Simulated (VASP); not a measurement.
Input of a VASP 6.6.1 run:

The input INCAR:

```
PREC = Accurate
ENCUT = 650
EDIFF = 1E-6
ISMEAR = -1
SIGMA = 0.1551
LREAL = Auto
LASPH = T
NELM = 120
ALGO = Normal
ISIF = 2
LWAVE = F
LCHARG = F
GGA = PE
IVDW = 12
ISYM = -1
NBANDS = 61
GGA_COMPAT = F
```

The input KPOINTS:

```
explicit points
1
Reciprocal
  0.25000000   0.25000000   0.25000000 1
```

The input POSCAR:

```
Li6SiS2N2
1.0
    7.0575940000      0.2300220000     -0.0127870000
    0.2300220000      6.8226690000     -0.2070970000
   -0.0127870000     -0.2070970000      7.0752940000
Si S Li N
2 4 12 4
Direct
    0.4035415908      0.7956769308      0.6136630353
   -0.0335230604      0.6761638093      0.1047471437
   -0.1051329674      0.3491728695      1.0873263102
    0.7424579384      0.8118444558      0.3038849496
    0.8677534041      0.7832930773      0.8231687064
    0.3282506663      0.4608349293      0.5274970726
    0.7132958660      0.5033722459      0.7660369726
    1.0566037357      0.3815940460      0.7259881744
    0.6185202564     -0.0897708275     -0.0026913723
    0.0120789517      0.2342547997      0.4454597816
    0.7094246468      0.1723197083      0.2588140235
    0.3882666394      0.5085939765      0.1550878384
    1.0418345368      0.6910166455      0.4472672673
    0.5184571652      0.2501010151      0.5841803438
    0.7900444274      0.0946980173      0.7073150562
    0.1902793811      0.8997219513      0.9649222802
    0.6985431858      0.5554318327      0.4179821415
    0.4024094515      0.8389592142      0.2476426486
    0.2408306266      0.9644148428      0.6594523029
    0.7788219127      0.2962875315      0.5480182244
    0.6740401366      0.3449078177      1.0310479431
    0.1840551333      0.7354145404      0.1739992229
```

Potentials or basis: VASP PAW PBE potentials, release 64 (Si, S, Li_sv, N).

Launch:

```bash
$ cat potpaw_PBE.64/Si/POTCAR potpaw_PBE.64/S/POTCAR potpaw_PBE.64/Li_sv/POTCAR potpaw_PBE.64/N/POTCAR > POTCAR
$ mpirun -np 1 vasp_std > vasp.out
```

Predict the pressure.

-0.3 GPa.

What does it give for the largest force?

3.108 eV/Å.

Estimate the dispersion energy per atom.

-0.216 eV.

Forces on the atoms (eV/Å):
```
Si   1.469 -1.014  0.679
Si   0.207 -0.389 -0.777
S    2.300  1.352 -0.739
S    0.062  1.894 -1.344
S    0.646 -0.467  0.754
S   -2.507  1.660 -0.785
Li  -0.557 -0.931  0.237
Li  -0.069 -0.032  0.325
Li   0.216  0.169 -0.561
Li   0.596 -0.321 -0.768
Li  -0.005  0.410  0.910
Li   0.077 -0.752 -0.097
Li   0.916  0.381  0.528
Li   0.997 -1.547  0.450
Li   0.533 -0.083  0.331
Li  -0.447  0.340 -1.308
Li  -0.506 -2.585  0.998
Li  -0.140  0.407  1.168
N   -1.233  1.531  0.343
N    0.075  0.923  0.251
N   -2.236 -0.605 -0.112
N   -0.394 -0.342 -0.482
```

Caveat: the atoms stand as in a frame of molecular dynamics.
